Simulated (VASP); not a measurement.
# Y (Pm-3m) in VASP: notebook

Y is run at these levels: r2SCAN+D3(BJ); tasks: single point.

All numbers are computed with VASP 6.6.1; they aren't measurements. Logs are shortened: lines on timing, memory, paths and dates and some standing lists are left out, and cuts for length are marked.

## (1) The cell of the first run

Symmetry: Pm-3m, No. 221, cubic system. The conventional cell has a = 2.847 Å, b = 2.847 Å, c = 2.847 Å, α = 90.00°, β = 90.00°, γ = 90.00°. Y (site symmetry m-3m) has 6 Y at 2.85 Å within 3.8 Å.

This isn't the form of Y at room conditions, which is hcp.

## (2) Single point, r2SCAN+D3(BJ)

File POSCAR:

```
Y
1.0
    2.8470188147      0.0000000000      0.0000000000
    0.0000000000      2.8470188147      0.0000000000
    0.0000000000      0.0000000000      2.8470188147
Y
1
Direct
    0.0000000000      0.0000000000      0.0000000000
```

File INCAR.step1:

```
  PREC = Accurate
  ENCUT = 520
  ISMEAR = -1
  SIGMA = 0.05
  LREAL = F
  LASPH = T
  NELM = 100
  NBANDS = 12
  GGA = PE
  ALGO = Normal
  EDIFF = 1E-4
  LWAVE = T
  LCHARG = F
```

File INCAR.step2:

```
  PREC = Accurate
  ENCUT = 520
  EDIFF = 1E-6
  ISMEAR = -1
  SIGMA = 0.05
  LREAL = F
  LASPH = T
  NELM = 100
  ALGO = Normal
  ISIF = 2
  LWAVE = F
  LCHARG = T
  METAGGA = R2SCAN
  LMIXTAU = T
  IVDW = 12
  VDW_S6 = 1.0
  VDW_S8 = 0.78981345
  VDW_A1 = 0.49484001
  VDW_A2 = 5.73083694
  LELF = T
  LVHAR = T
  NBANDS = 12
  ISTART = 1
```

File KPOINTS:

```
Automatic mesh
0
Gamma
  8 8 8
```

Potentials or basis: VASP PAW PBE potentials, release 64 (Y_sv).

On the command line:

```
> cat potpaw_PBE.64/Y_sv/POTCAR > POTCAR
> cp INCAR.step1 INCAR
> mpirun -np 1 vasp_std > vasp.out
> cp INCAR.step2 INCAR
> mpirun -np 1 vasp_std > vasp.out
```

OUTCAR:

```text
PREC = Accurate
   ENCUT = 520
   EDIFF = 1E-6
   ISMEAR = -1
   LREAL = F
   LASPH = T
   NELM = 100
   ISIF = 2
   METAGGA = R2SCAN
   IVDW = 12
   ISTART = 1
 IVDW          = 12

 ion  position               nearest neighbor table
   1  0.000  0.000  0.000-

  LATTYP: Found a simple cubic cell.
 ALAT       =     2.8470188147

  Lattice vectors:

 A1 = (   2.8470188147,   0.0000000000,   0.0000000000)
 A2 = (   0.0000000000,   2.8470188147,   0.0000000000)
 A3 = (   0.0000000000,   0.0000000000,   2.8470188147)

Analysis of symmetry for initial positions (statically):
=====================================================================
 Subroutine PRICEL returns:
 Original cell was already a primitive cell.

 Routine SETGRP: Setting up the symmetry group for a
 simple cubic supercell.

 Subroutine GETGRP returns: Found 48 space group operations
 (whereof 48 operations were pure point group operations)
 out of a pool of 48 trial point group operations.

The static configuration has the point symmetry O_h .

Analysis of symmetry for dynamics (positions and initial velocities):
=====================================================================
 Subroutine PRICEL returns:
 Original cell was already a primitive cell.

 Routine SETGRP: Setting up the symmetry group for a
 simple cubic supercell.

 Subroutine GETGRP returns: Found 48 space group operations
 (whereof 48 operations were pure point group operations)
 out of a pool of 48 trial point group operations.

The dynamic configuration has the point symmetry O_h .

 Subroutine INISYM returns: Found 48 space group operations
 (whereof 48 operations are pure point group operations),
 and found     1 'primitive' translations

----------------------------------------------------------------------------------------

                                     Primitive cell

  volume of cell :      23.0766

  direct lattice vectors                    reciprocal lattice vectors
     2.847018815  0.000000000  0.000000000     0.351244605  0.000000000  0.000000000
     0.000000000  2.847018815  0.000000000     0.000000000  0.351244605  0.000000000
     0.000000000  0.000000000  2.847018815     0.000000000  0.000000000  0.351244605

  length of vectors
     2.847018815  2.847018815  2.847018815     0.351244605  0.351244605  0.351244605

  position of ions in fractional coordinates (direct lattice)
     0.000000000  0.000000000  0.000000000

[... 81 lines left out ...]
   ISIF   =      2    stress and relaxation
   ISYM   =      2    0-nonsym 1-usesym 2-fastsym
   POTIM  = 0.5000    time-step for ionic-motion
   TEBEG  =    0.0;   TEEND  =   0.0 temperature during run
   PSTRESS=    0.0 pullay stress
   NELECT =      11.0000    total number of electrons
   NUPDOWN=      -1.0000    fix difference up-down
   EMIN   =  10.00;   EMAX   =-10.00  energy-range for DOS
   EFERMI =   0.00;   METHOD = LEGACY
   ISMEAR =    -1;   SIGMA  =   0.05  broadening in eV -4-tet -1-fermi 0-gaus
   EFERMI_NEDOS =   21; number of points for ismear=-14 and -15
   IALGO  =     38    algorithm
   IMIX   =      4    mixing-type and parameters
     AMIX     =   0.40;   BMIX     =  1.00
     AMIX_MAG =   1.60;   BMIX_MAG =  1.00
  volume/ion in A,a.u.               =      23.08       155.73
  Fermi-wavevector in a.u.,A,eV,Ry     =   1.278838  2.416653 22.251315  1.635426
  Thomas-Fermi vector in A             =   2.411357
   LORBIT       =      0    0 simple, 1 ext, 2 COOP (PROOUT), +10 PAW based schemes
   METAGGA = R2SCAN    functional components
   LHFCALC =     F    Hartree Fock is set to
   AEXX    =    0.0000 exact exchange contribution
   IVDW    =    12    specifies the selected vdW correction
   LEPSILON=     F    determine dielectric tensor
   LRPA    =     F    only Hartree local field effects (RPA)
 non-spin polarized calculation
  energy-cutoff  :      520.00
  volume of cell :       23.08
 maximum number of plane-waves:       632
 NGX is ok and might be reduce to    24
   NGX = 11   NGY = 11   NGZ = 11

 number of electron      11.0000000 magnetization

 Free energy of the ion-electron system (eV)
  ---------------------------------------------------
  ext. energy  EPLUGINS =         0.00000000
  ---------------------------------------------------
  free energy    TOTEN  =       -18.88211722 eV

  energy without entropy =      -18.87250513  energy(sigma->0) =      -18.87731118

 E-fermi :   5.2350     XC(G=0): -11.6126

 val. band max:        5.1532273413   @ k =   0.3750   0.1250   0.0000
 cond. band min:       5.2449612411   @ k =   0.2500   0.1250   0.1250
 fundamental gap:      0.0917338998
 Fermi energy:         5.2350085318

 k-point     1 :       0.0000    0.0000    0.0000
  band No.  band energies     occupation
      1     -39.0968      2.00000
      2     -17.3500      2.00000
      3     -17.3500      2.00000
      4     -17.3500      2.00000
      5       0.1375      2.00000
      6       3.8217      2.00000
      7       3.8217      2.00000
      8      13.1744      0.00000
      9      13.1744      0.00000
     10      13.1744      0.00000
     11      19.3080      0.00000
     12      19.3080      0.00000
[... 331 lines left out ...]
 k-point    24 :       0.5000    0.3750    0.1250
  band No.  band energies     occupation
      1     -38.4841      2.00000
      2     -19.1933      2.00000
      3     -18.8659      2.00000
      4     -17.2716      2.00000
      5       2.1179      2.00000
      6       6.4690      0.00000
      7       7.5039      0.00000
      8       8.2039      0.00000
      9      11.9359      0.00000
     10      13.4055      0.00000
     11      16.5056      0.00000
     12      18.1600      0.00000

 [... further k-points ...]

------------------------ aborting loop because EDIFF is reached ----------------------------------------

 Edisp (eV)   -0.22879

 E8    (eV) :    -0.0998

  FORCE on cell =-STRESS in cart. coord.  units (eV):
  Direction    XX          YY          ZZ          XY          YZ          ZX
  --------------------------------------------------------------------------------------
  -------------------------------------------------------------------------------------
  Total       2.89866     2.89866     2.89866    -0.00000    -0.00000     0.00000
  in kB     201.25039   201.25039   201.25039    -0.00000    -0.00000     0.00000
  external pressure =      201.25 kB  Pullay stress =        0.00 kB

 VOLUME and BASIS-vectors are now :
 -----------------------------------------------------------------------------
  energy-cutoff  :      520.00
  volume of cell :       23.08
      direct lattice vectors                 reciprocal lattice vectors
     2.847018815  0.000000000  0.000000000     0.351244605  0.000000000  0.000000000
     0.000000000  2.847018815  0.000000000     0.000000000  0.351244605  0.000000000
     0.000000000  0.000000000  2.847018815     0.000000000  0.000000000  0.351244605

 POSITION                                       TOTAL-FORCE (eV/Angst)
 -----------------------------------------------------------------------------------
      0.00000      0.00000      0.00000         0.000000      0.000000      0.000000
 -----------------------------------------------------------------------------------
    total drift:                               -0.000000      0.000000      0.000000

  FREE ENERGIE OF THE ION-ELECTRON SYSTEM (eV)
  ---------------------------------------------------
  free  energy   TOTEN  =       -19.1109112611 eV

  energy  without entropy=      -19.1012991717  energy(sigma->0) =      -19.10610522
```

It took 35 s on 1 thread of Intel Xeon 6975P-C (Granite Rapids), shared host; peak memory 0.17 GiB.

What came out:

```yaml
Free_energy: -19.1109 eV
Pressure: 20.1 GPa
Band_gap_on_the_k_mesh: zero (an odd number of electrons rules out a gap without spin polarisation)
Dispersion_energy_per_atom: -0.229 eV
```

Caveat: the cell stands under pressure; the PAW data sets were made with another functional, which shifts forces and pressure a little.

## (3) Single point, r2SCAN+D3(BJ)

This run uses another cell than the first one, of 26.11 Å³/atom.

File POSCAR:

```
Y
1.0
    2.9665010693      0.0000000000      0.0000000000
    0.0000000000      2.9665010693      0.0000000000
    0.0000000000      0.0000000000      2.9665010693
Y
1
Direct
    0.0000000000      0.0000000000      0.0000000000
```

File INCAR.step1:

```
SYSTEM = Y
ALGO = Normal
EDIFF = 1E-4
ENCUT = 520
GGA = PE
ISMEAR = -1
LASPH = .TRUE.
LCHARG = .FALSE.
LREAL = .FALSE.
LWAVE = .TRUE.
NBANDS = 12
NELM = 60
PREC = Accurate
SIGMA = 0.05
```

File INCAR.step2:

```
SYSTEM = Y
ALGO = Normal
EDIFF = 1E-6
ENCUT = 520
ISIF = 2
ISMEAR = -1
ISTART = 1
IVDW = 12
LASPH = .TRUE.
LCHARG = .FALSE.
LMIXTAU = .TRUE.
LREAL = .FALSE.
LWAVE = .FALSE.
METAGGA = R2SCAN
NBANDS = 12
NELM = 60
PREC = Accurate
SIGMA = 0.05
VDW_A1 = 0.49484001
VDW_A2 = 5.73083694
VDW_S6 = 1.0
VDW_S8 = 0.78981345
```

File KPOINTS:

```
k-points
0
G
  8 8 8
  0 0 0
```

Potentials or basis: VASP PAW PBE potentials, release 64 (Y_sv).

On the command line:

```
> cat potpaw_PBE.64/Y_sv/POTCAR > POTCAR
> cp INCAR.step1 INCAR
> mpirun -np 1 vasp_std > vasp.out
> cp INCAR.step2 INCAR
> mpirun -np 1 vasp_std > vasp.out
```

It took 43 s on 1 thread of Intel Xeon 6975P-C (Granite Rapids), shared host; peak memory 0.16 GiB.

The run converged. Its results:

```
Free energy                : -19.3884 eV
Pressure                   : 10.1 GPa
Band gap on the k mesh     : zero (an odd number of electrons rules out a gap without spin polarisation)
Dispersion energy per atom : -0.202 eV
```

Levels at points of the mesh, in eV from the Fermi level:
```tsv
k point	band 4	band 5	band 6	band 7	band 8	band 9
(0.00, 0.00, 0.00)	-22.96	-5.14	-1.17	-1.17	7.05	7.05
(0.50, 0.00, 0.00)	-22.81	-1.63	-0.13	0.21	3.39	3.39
(0.50, 0.50, 0.00)	-22.67	-3.25	0.51	4.23	4.23	5.16
(0.50, 0.50, 0.50)	-24.08	-1.39	-1.39	-1.39	5.57	9.46
```

Caveat: the cell stands under pressure; the PAW data sets were made with another functional, which shifts forces and pressure a little.

The gap in the log of VASP goes by the Fermi energy; the results here count the filled bands.